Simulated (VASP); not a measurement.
A run of VASP 6.6.1 is set up as follows.

Contents of INCAR:

```
SYSTEM = HfB2
PREC     = Accurate       ! precision mode
ENCUT    = 520            ! plane-wave cutoff, eV
EDIFF    = 1E-8           ! SCF threshold, eV
ISMEAR   = -1             ! smearing method
SIGMA    = 0.03           ! smearing width, eV
LREAL    = .FALSE.        ! projectors in reciprocal space
LASPH    = .TRUE.         ! aspherical terms in the spheres
NELM     = 60             ! most SCF steps
ALGO     = Normal         ! electronic algorithm
ISIF     = 2              ! what is computed and relaxed
LWAVE    = .FALSE.        ! write WAVECAR
LCHARG   = .FALSE.        ! write CHGCAR
GGA      = PS             ! functional
LEFG     = .TRUE.       
NBANDS   = 15             ! bands
```

The input KPOINTS:

```
Automatic mesh
0
G
  15 15 12
  0 0 0
```

The input POSCAR:

```
HfB2
1.0
    3.1504320712      0.0000000000      0.0000000000
   -1.5752160356      2.7283542065      0.0000000000
    0.0000000000      0.0000000000      3.4915615467
Hf B
1 2
Direct
    0.0000000000      0.0000000000      0.0000000000
    0.3333333333      0.6666666667      0.5000000000
    0.6666666667      0.3333333333      0.5000000000
```

Potentials or basis: VASP PAW PBE potentials, release 64 (Hf_pv, B).

Launch:

```console
$ cat potpaw_PBE.64/Hf_pv/POTCAR potpaw_PBE.64/B/POTCAR > POTCAR
$ mpirun -np 1 vasp_std > vasp.out
```

Problem. Predict the pressure.

Solution. -6.9 GPa.

Problem. Predict the band gap on the k mesh.

Solution. Zero (band 8 reaches 8.23 eV, above the bottom of band 9 at 7.22 eV).

Stress tensor (GPa, compression positive):
```
-6.63  0.00  0.00
 0.00 -6.63  0.00
 0.00  0.00 -7.45
```

Caveat: without QUAD_EFG the Cq values of the log hold for a quadrupole moment of 1 mb, not for the nuclei; the PAW data sets were made with another functional, which shifts forces and pressure a little; spin-orbit coupling is left out, which moves the levels of the heavy elements.
